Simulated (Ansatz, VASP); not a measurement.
**One calculation of Te, two programs**

INCAR

```
PREC = Accurate
ENCUT = 520
EDIFF = 1E-7
ISMEAR = -1
SIGMA = 0.02
LREAL = F
LASPH = T
NELM = 80
ALGO = Normal
ISIF = 2
LWAVE = F
LCHARG = F
GGA = PE
NBANDS = 16
```

File KPOINTS:

```
regular mesh
0
Gamma
  7 7 5
```

File POSCAR:

```
Te
1.0
    4.6013525159      0.0000000000      0.0000000000
   -2.3006762580      3.9848881706      0.0000000000
    0.0000000000      0.0000000000      5.9000620010
Te
3
Direct
    0.2566971700      0.0000000000      0.3502823044
    0.0000000000      0.2566971700      0.6666666700
    0.7433028300      0.7433028300      0.0000000000
```

Input for Ansatz:

```yaml
crystal:
  lattice:
    - [4.6013525159, 0.0, 0.0]
    - [-2.300676258, 3.9848881706, 0.0]
    - [0.0, 0.0, 5.900062001]
  atoms:
    - { symbol: Te, position: [0.25669717, 0.0, 0.3502823044] }
    - { symbol: Te, position: [0.0, 0.25669717, 0.66666667] }
    - { symbol: Te, position: [0.74330283, 0.74330283, 0.0] }
hamiltonian:
  xc: pbe
  pseudopotentials:
    kind: all_electron
    lapw: { basis_error: 0.0003, muffin_tin_radii: { Te: 1.328 } }
kpoints:
  mp_grid: { grid: [7, 7, 5] }
scf:
  occupations: { method: fermi_dirac, width: 0.02 }
  convergence: { dr2_threshold: 1.0e-09 }
output:
  eigenvalues: true
  forces: true
  stress: true
```

Alike in both runs: task single point; functional PBE; k mesh 7 × 7 × 5; occupations fermi-dirac, width 0.02 eV; no spin polarisation.

```csv
,VASP,Ansatz
version,VASP 6.6.1,Ansatz 0.2.0
potentials or method,"VASP PAW PBE potentials, release 64 (Te), cutoff 520 eV","all-electron LAPW, scalar-relativistic"
```

|  | VASP | Ansatz | Ansatz less VASP |
| --- | --- | --- | --- |
| gap on the k mesh at the Fermi level (eV) | 0.54 | 0.55 | +0.009 |
| least direct gap on the mesh (eV) | 0.73 | 0.75 | +0.017 |
| pressure (GPa) | 0.7 | 0.7 | -0.01 |
| traceless stress, the component that is largest in VASP (GPa) | -1.15 | -1.14 | +0.017 |
| rms of the force components (eV/Å) | 0.287 | 0.279 | -0.0076 |

Atom by atom the forces differ by 0.010 eV/Å (rms over components). Ansatz ran all-electron here, and VASP with PAW potentials.

Spin-orbit coupling is off throughout.
